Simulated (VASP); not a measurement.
A run of VASP 6.6.1:

Contents of INCAR:

```
  PREC = Accurate
  ENCUT = 600
  EDIFF = 1E-7
  ISMEAR = 0
  SIGMA = 0.2
  LREAL = False
  LASPH = True
  NELM = 80
  ALGO = Normal
  ISIF = 3
  LWAVE = False
  LCHARG = False
  GGA = PE
  IBRION = 2
  NSW = 36
  EDIFFG = -0.08
```

Contents of KPOINTS:

```
regular mesh
0
Gamma
  5 5 2
```

File POSCAR:

```
Na4AlO
1.0
    3.6000000000      0.0000000000      0.0000000000
   -1.8000000000      3.1176914500      0.0000000000
    0.0000000000      0.0000000000      9.0000000000
Na Al O
4 1 1
Direct
    0.6666666700      0.3333333300      0.8800000000
    0.3333333300      0.6666666700      0.1200000000
    0.3333333300      0.6666666700      0.6800000000
    0.6666666700      0.3333333300      0.3200000000
    0.0000000000      0.0000000000      0.5000000000
    0.0000000000      0.0000000000      0.0000000000
```

Potentials or basis: VASP PAW PBE potentials, release 64 (Na_pv, Al, O).

Run with:

```console
$ cat potpaw_PBE.64/Na_pv/POTCAR potpaw_PBE.64/Al/POTCAR potpaw_PBE.64/O/POTCAR > POTCAR
$ mpirun -np 1 vasp_std > vasp.out
```

Hardware: 1 thread of Intel(R) Xeon(R) 6975P-C (Granite Rapids) (shared host).

Estimate the wall time of this run.

Wall time 3.4 min on 1 thread of Intel(R) Xeon(R) 6975P-C (Granite Rapids), with other jobs on the host, peak memory 0.24 GiB. Counts: scf iterations 176, k points 10, ion steps 17.
